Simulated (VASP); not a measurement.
# Hf (P6_3/mmc) in VASP: further runs

The runs below take Hf through single point, with PBE.

Everything below comes from runs of VASP 6.6.1. Logs are shortened: lines on timing, memory, paths and dates and some standing lists are left out, and cuts for length are marked.

**1. The cell of the first run**

Symmetry: P6_3/mmc, No. 194, hexagonal system. Conventional cell: a = 3.065 Å, b = 3.065 Å, c = 4.873 Å, α = 90.00°, β = 90.00°, γ = 120.00°. Hf (site symmetry -6m2) has 12 Hf at 3.01 to 3.06 Å within 4.0 Å.

**2. Single point, PBE (volume scaled by 0.88)**

The input, INCAR:

```
ALGO = Normal ; EDIFF = 1E-7
ENCUT = 520 ; GGA = PE
ISIF = 2 ; ISMEAR = -1
LASPH = True ; LCHARG = False
LREAL = False ; LWAVE = False
NBANDS = 17 ; NELM = 80
PREC = Accurate ; SIGMA = 0.05
```

The input, KPOINTS:

```
k-points
0
Gamma
  14 14 8
```

The input, POSCAR:

```
Hf
1.0
    3.0645458854      0.0000000000      0.0000000000
   -1.5322729427      2.6539745878      0.0000000000
    0.0000000000      0.0000000000      4.8733558575
Hf
2
Direct
    0.3333333333      0.6666666667      0.2500000000
    0.6666666667      0.3333333333      0.7500000000
```

Potentials or basis: VASP PAW PBE potentials, release 64 (Hf_pv).

Command:

```sh
$ cat potpaw_PBE.64/Hf_pv/POTCAR > POTCAR
$ mpirun -np 1 vasp_std > vasp.out
```

OUTCAR:

```text
EDIFF = 1E-7
   ENCUT = 520
   GGA = PE
   ISIF = 2
   ISMEAR = -1
   LASPH = True
   LREAL = False
   NELM = 80
   PREC = Accurate

 ion  position               nearest neighbor table
   1  0.333  0.667  0.250-   2 3.01   2 3.01   2 3.01   2 3.01   2 3.01   2 3.01
   2  0.667  0.333  0.750-   1 3.01   1 3.01   1 3.01   1 3.01   1 3.01   1 3.01

  LATTYP: Found a hexagonal cell.
 ALAT       =     3.0645458854
 C/A-ratio  =     1.5902375229

  Lattice vectors:

 A1 = (   3.0645458854,   0.0000000000,   0.0000000000)
 A2 = (  -1.5322729427,   2.6539745878,   0.0000000000)
 A3 = (   0.0000000000,   0.0000000000,   4.8733558575)

Analysis of symmetry for initial positions (statically):
=====================================================================
 Subroutine PRICEL returns:
 Original cell was already a primitive cell.

 Routine SETGRP: Setting up the symmetry group for a
 hexagonal supercell.

 Subroutine GETGRP returns: Found 24 space group operations
 (whereof 12 operations were pure point group operations)
 out of a pool of 24 trial point group operations.

The static configuration has the point symmetry D_3d.
 The point group associated with its full space group is D_6h.

Analysis of symmetry for dynamics (positions and initial velocities):
=====================================================================
 Subroutine PRICEL returns:
 Original cell was already a primitive cell.

 Routine SETGRP: Setting up the symmetry group for a
 hexagonal supercell.

 Subroutine GETGRP returns: Found 24 space group operations
 (whereof 12 operations were pure point group operations)
 out of a pool of 24 trial point group operations.

The dynamic configuration has the point symmetry D_3d.
 The point group associated with its full space group is D_6h.

 Subroutine INISYM returns: Found 24 space group operations
 (whereof 12 operations are pure point group operations),
 and found     1 'primitive' translations

----------------------------------------------------------------------------------------

                                     Primitive cell

  volume of cell :      39.6361

  direct lattice vectors                    reciprocal lattice vectors
     3.064545885  0.000000000  0.000000000     0.326312621  0.188396680  0.000000000
    -1.532272943  2.653974588  0.000000000     0.000000000  0.376793359  0.000000000
     0.000000000  0.000000000  4.873355857     0.000000000  0.000000000  0.205197410

  length of vectors
     3.064545885  3.064545885  4.873355857     0.376793359  0.376793359  0.205197410

  position of ions in fractional coordinates (direct lattice)
     0.333333333  0.666666667  0.250000000
     0.666666667  0.333333333  0.750000000

  ion indices of the primitive-cell ions
   primitive index   ion index
                 1           1
                 2           2

----------------------------------------------------------------------------------------

 KPOINTS: k-points

Automatic generation of k-mesh.
 Grid dimensions read from file:
 generate k-points for:   14   14    8

 Generating k-lattice:

  Cartesian coordinates                     Fractional coordinates (reciprocal lattice)
     0.023308044  0.013456906  0.000000000     0.071428571  0.000000000  0.000000000
     0.000000000  0.026913811  0.000000000     0.000000000  0.071428571  0.000000000
     0.000000000  0.000000000  0.025649676     0.000000000  0.000000000  0.125000000

  Length of vectors
     0.026913811  0.026913811  0.025649676

  Shift w.r.t. Gamma in fractional coordinates (k-lattice)
     0.000000000  0.000000000  0.000000000

 Subroutine IBZKPT returns following result:
 ===========================================

 Found    120 irreducible k-points:

 Following reciprocal coordinates:
            Coordinates               Weight
  0.000000  0.000000  0.000000      1.000000
  0.071429 -0.000000  0.000000      6.000000
  0.142857  0.000000  0.000000      6.000000
  0.214286 -0.000000  0.000000      6.000000
  0.285714 -0.000000  0.000000      6.000000
  0.357143 -0.000000  0.000000      6.000000
[... 16 lines left out ...]
  0.285714  0.285714  0.000000      6.000000
  0.357143  0.285714  0.000000      6.000000
 [... further k-points ...]
   k-points           NKPTS =    120   k-points in BZ     NKDIM =    120   number of bands    NBANDS=     17
   number of dos      NEDOS =    301   number of ions     NIONS =      2
   total plane-waves  NPLWV =  20736
   dimension x,y,z NGX =    24 NGY =   24 NGZ =   36
   dimension x,y,z NGXF=    48 NGYF=   48 NGZF=   72
   ions per type =               2
   NGX,Y,Z   is equivalent  to a cutoff of  13.02, 13.02, 12.28 a.u.
   NGXF,Y,Z  is equivalent  to a cutoff of  26.04, 26.04, 24.56 a.u.
 SYSTEM =  unknown system
   PREC   = accura    normal or accurate (medium, high low for compatibility)
   ISTART =      0    job   : 0-new  1-cont  2-samecut
   ICHARG =      2    charge: 1-file 2-atom 10-const
   ISPIN  =      1    spin polarized calculation?
   LNONCOLLINEAR =      F non collinear calculations
   LSORBIT =      F    spin-orbit coupling
   LASPH  =      T    aspherical Exc in radial PAW
   ENCUT  =  520.0 eV  38.22 Ry    6.18 a.u.   5.70  5.70  9.06*2*pi/ulx,y,z
   NELM   =     80;   NELMIN=  2; NELMDL= -5     # of ELM steps
   EDIFF  = 0.1E-06   stopping-criterion for ELM
   LREAL  =      F    real-space projection
   EDIFFG = 0.1E-05   stopping-criterion for IOM
   NSW    =      0    number of steps for IOM
   IBRION =     -1    ionic relax: 0-MD 1-quasi-New 2-CG
   NFREE  =      0    steps in history (QN), initial steepest desc. (CG)
   ISIF   =      2    stress and relaxation
   ISYM   =      2    0-nonsym 1-usesym 2-fastsym
   POTIM  = 0.5000    time-step for ionic-motion
   TEBEG  =    0.0;   TEEND  =   0.0 temperature during run
   PSTRESS=    0.0 pullay stress
   NELECT =      20.0000    total number of electrons
   NUPDOWN=      -1.0000    fix difference up-down
   EMIN   =  10.00;   EMAX   =-10.00  energy-range for DOS
   EFERMI =   0.00;   METHOD = LEGACY
   ISMEAR =    -1;   SIGMA  =   0.05  broadening in eV -4-tet -1-fermi 0-gaus
   EFERMI_NEDOS =   21; number of points for ismear=-14 and -15
   IALGO  =     38    algorithm
   IMIX   =      4    mixing-type and parameters
     AMIX     =   0.40;   BMIX     =  1.00
     AMIX_MAG =   1.60;   BMIX_MAG =  1.00
  volume/ion in A,a.u.               =      19.82       133.74
  Fermi-wavevector in a.u.,A,eV,Ry     =   1.303330  2.462937 23.111807  1.698670
  Thomas-Fermi vector in A             =   2.434339
   LORBIT       =      0    0 simple, 1 ext, 2 COOP (PROOUT), +10 PAW based schemes
   GGA     = PE    functional components
   LHFCALC =     F    Hartree Fock is set to
   AEXX    =    0.0000 exact exchange contribution
   IVDW    =     0    specifies the selected vdW correction
   LEPSILON=     F    determine dielectric tensor
   LRPA    =     F    only Hartree local field effects (RPA)
 non-spin polarized calculation
  energy-cutoff  :      520.00
  volume of cell :       39.64
 maximum number of plane-waves:      1088
 NGX is ok and might be reduce to    24
   NGX = 11   NGY = 11   NGZ = 19

 number of electron      20.0000007 magnetization

 Free energy of the ion-electron system (eV)
  ---------------------------------------------------
  ext. energy  EPLUGINS =         0.00000000
  ---------------------------------------------------
  free energy    TOTEN  =       -19.60642134 eV

  energy without entropy =      -19.59465149  energy(sigma->0) =      -19.60053641

 E-fermi :   5.8104     XC(G=0): -11.8480

 val. band max:        5.8093674988   @ k =   0.0714   0.0714   0.1250
 cond. band min:       5.8338743272   @ k =   0.2857   0.2857   0.2500
 fundamental gap:      0.0245068284
 Fermi energy:         5.8104351926

 k-point     1 :       0.0000    0.0000    0.0000
  band No.  band energies     occupation
      1     -25.2399      2.00000
      2     -24.1434      2.00000
      3     -24.1434      2.00000
      4     -23.9640      2.00000
      5     -23.9629      2.00000
      6     -23.9629      2.00000
[... 9 lines left out ...]
     16       8.7378      0.00000
     17      11.8091      0.00000

 k-point     2 :       0.0714   -0.0000    0.0000
  band No.  band energies     occupation
      1     -25.2204      2.00000
      2     -24.1874      2.00000
      3     -24.1579      2.00000
      4     -24.0095      2.00000
      5     -23.9726      2.00000
      6     -23.9685      2.00000
[... 9 lines left out ...]
     16       8.5600      0.00000
     17      11.9606      0.00000

 k-point     3 :       0.1429    0.0000    0.0000
  band No.  band energies     occupation
      1     -25.1635      2.00000
      2     -24.3105      2.00000
      3     -24.1973      2.00000
      4     -24.1365      2.00000
      5     -23.9987      2.00000
      6     -23.9852      2.00000
[... 9 lines left out ...]
     16       8.5920      0.00000
     17      12.2958      0.00000

 k-point     4 :       0.2143   -0.0000    0.0000
  band No.  band energies     occupation
      1     -25.0751      2.00000
      2     -24.4877      2.00000
      3     -24.3119      2.00000
      4     -24.2518      2.00000
      5     -24.0424      2.00000
      6     -24.0112      2.00000
[... 9 lines left out ...]
     16       9.3546      0.00000
     17      12.6410      0.00000
[... 343 lines left out ...]
      1     -24.9094      2.00000
      2     -24.7122      2.00000
      3     -24.6122      2.00000
      4     -24.5683      2.00000
      5     -24.3499      2.00000
      6     -24.3138      2.00000
[... 9 lines left out ...]
     16      12.4598      0.00000
     17      13.3893      0.00000

 k-point    23 :       0.2857    0.2857    0.0000
  band No.  band energies     occupation
      1     -24.8636      2.00000
      2     -24.7174      2.00000
      3     -24.5966      2.00000
      4     -24.5737      2.00000
      5     -24.3767      2.00000
      6     -24.3629      2.00000
[... 9 lines left out ...]
     16      12.3526      0.00000
     17      13.3361      0.00000

 k-point    24 :       0.3571    0.2857    0.0000
  band No.  band energies     occupation
      1     -24.8651      2.00000
      2     -24.6611      2.00000
      3     -24.6525      2.00000
      4     -24.5276      2.00000
      5     -24.4247      2.00000
      6     -24.4183      2.00000
[... 9 lines left out ...]
     16      12.3013      0.00000
     17      12.5523      0.00000

 [... further k-points ...]
[... 5 lines left out ...]
  --------------------------------------------------------------------------------------
  -------------------------------------------------------------------------------------
  Total        4.1541442      4.1541442      4.1131397      0.0000000      0.0000000      0.0000000
  in kB      167.9195036    167.9195036    166.2620096      0.0000000      0.0000000      0.0000000
  external PRESSURE =     167.3670056 kB  Pullay stress =       0.0000000 kB

 VOLUME and BASIS-vectors are now :
 -----------------------------------------------------------------------------
  energy-cutoff  :      520.00
  volume of cell :       39.64
      direct lattice vectors                 reciprocal lattice vectors
     3.064545885  0.000000000  0.000000000     0.326312621  0.188396680  0.000000000
    -1.532272943  2.653974588  0.000000000     0.000000000  0.376793359  0.000000000
     0.000000000  0.000000000  4.873355857     0.000000000  0.000000000  0.205197410

 POSITION                                       TOTAL-FORCE (eV/Angst)
 -----------------------------------------------------------------------------------
     -0.00000      1.76932      1.21834         0.000000     -0.000000      0.000000
      1.53227      0.88466      3.65502        -0.000000      0.000000      0.000000
 -----------------------------------------------------------------------------------
    total drift:                                0.000000     -0.000000      0.000000

  FREE ENERGIE OF THE ION-ELECTRON SYSTEM (eV)
  ---------------------------------------------------
  free  energy   TOTEN  =       -19.6064213429 eV

  energy  without entropy=      -19.5946514858  energy(sigma->0) =      -19.60053641
```

Wall time 37 s (1 thread of Intel Xeon 6975P-C, shared host); peak memory 0.2 GiB.

Results:

```
Free energy            : -19.6064 eV
Pressure               : 16.7 GPa
Band gap on the k mesh : zero (band 10 reaches 7.00 eV, above the bottom of band 11 at 5.52 eV)
```

Stress tensor (GPa, compression positive):
```
16.79  0.00  0.00
 0.00 16.79  0.00
 0.00  0.00 16.63
```

Caveat: the cell differs from its parent crystal (volume scaled by 0.88); spin-orbit coupling is left out, which moves the levels of the heavy elements.

**3. Single point, PBE**

This run uses another cell than the first one, of 22.52 Å³/atom, 1.136 times its volume.

The input, INCAR:

```
SYSTEM = Hf
PREC = Accurate
ENCUT = 520
EDIFF = 1E-6
ISMEAR = -1
SIGMA = 0.05
LREAL = .FALSE.
LASPH = .TRUE.
NELM = 80
ALGO = Normal
ISIF = 2
LWAVE = .FALSE.
LCHARG = .TRUE.
GGA = PE
LELF = .TRUE.
LVHAR = .TRUE.
NBANDS = 17
```

The input, KPOINTS:

```
Automatic mesh
0
G
  14 14 8
  0 0 0
```

The input, POSCAR:

```
Hf
1.0
    3.2044159556      0.0000000000      0.0000000000
   -1.6022079778      2.7751056218      0.0000000000
    0.0000000000      0.0000000000      5.0650057041
Hf
2
Direct
    0.3333333333      0.6666666667      0.2500000000
    0.6666666667      0.3333333333      0.7500000000
```

Potentials or basis: VASP PAW PBE potentials, release 64 (Hf_pv).

Command:

```sh
$ cat potpaw_PBE.64/Hf_pv/POTCAR > POTCAR
$ mpirun -np 1 vasp_std > vasp.out
```

Run time: 45 s. Hardware: 1 thread of Intel Xeon 6975P-C, shared host; peak memory 0.21 GiB.

It converged, with:

* Free energy: -19.8570 eV
* Pressure: -0.4 GPa
* Band gap on the k mesh: zero (band 10 reaches 6.05 eV, above the bottom of band 11 at 4.50 eV)

Stress tensor (GPa, compression positive):
```
-0.36  0.00  0.00
 0.00 -0.36  0.00
 0.00  0.00 -0.50
```

Levels at points of the mesh, in eV from the Fermi level:
| k point | band 8 | band 9 | band 10 | band 11 | band 12 | band 13 |
| --- | --- | --- | --- | --- | --- | --- |
| (0.00, 0.00, 0.00) | -3.69 | 0.62 | 1.17 | 1.17 | 1.46 | 1.99 |
| (0.50, 0.00, 0.00) | -2.72 | -2.21 | -0.82 | 0.78 | 0.86 | 1.67 |
| (0.00, 0.00, 0.50) | -5.39 | 0.15 | 0.15 | 1.06 | 1.06 | 1.06 |
| (0.50, 0.00, 0.50) | -3.39 | -0.97 | -0.97 | 1.15 | 1.15 | 2.63 |

Caveat: spin-orbit coupling is left out, which moves the levels of the heavy elements.
